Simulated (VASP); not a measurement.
Set up this calculation in VASP 6.6.1, as the native input.

| Item | Value |
| --- | --- |
| Task | single point |
| Functional | LDA |
| Potentials or basis | VASP PAW LDA potentials, release 64 (Zn, Cu) |
| Cutoff | 520 eV |
| k mesh | 16 × 16 × 9 |
| Occupations | fermi-dirac, width 0.05 eV |
| Spin | no spin polarisation |
| Dipole correction | no |
| Further INCAR settings | ALGO = Normal; EDIFF = 1e-06; NBANDS = 18 |

The structure of ZnCu lies in POSCAR:

```
ZnCu
1.0
    1.4880390000     -2.1212790000      0.0000000000
    1.4880390000      2.1212790000      0.0000000000
    0.0000000000      0.0000000000      4.1407460000
Zn Cu
1 1
Direct
    0.5000000000      0.5000000000      0.5000000000
    0.0000000000      0.0000000000      0.0000000000
```

One way to write it, as run:

INCAR

```
SYSTEM = ZnCu
PREC     = Accurate       ! precision mode
ENCUT    = 520            ! plane-wave cutoff, eV
EDIFF    = 1E-6           ! SCF threshold, eV
ISMEAR   = -1             ! smearing method
SIGMA    = 0.05           ! smearing width, eV
LREAL    = .False.        ! projectors in reciprocal space
LASPH    = .True.         ! aspherical terms in the spheres
NELM     = 60             ! most SCF steps
ALGO     = Normal         ! electronic algorithm
ISIF     = 2              ! what is computed and relaxed
LWAVE    = .False.        ! write WAVECAR
LCHARG   = .False.        ! write CHGCAR
GGA      = CA             ! functional
NBANDS   = 18             ! bands
```

KPOINTS

```
regular mesh
0
Gamma
  16 16 9
  0 0 0
```

Potentials or basis: VASP PAW LDA potentials, release 64 (Zn, Cu).

Run with:

```console
$ cat potpaw_LDA.64/Zn/POTCAR potpaw_LDA.64/Cu/POTCAR > POTCAR
$ mpirun -np 1 vasp_std > vasp.out
```

Results of the run:

```yaml
Pressure: -10.8 GPa
Band_gap_on_the_k_mesh: zero (an odd number of electrons rules out a gap without spin polarisation)
```

Caveat: the cell stands under tension.

It took 50 s on 1 thread of Intel(R) Xeon(R) 6975P-C (Granite Rapids) (shared host), peak memory 0.28 GiB.
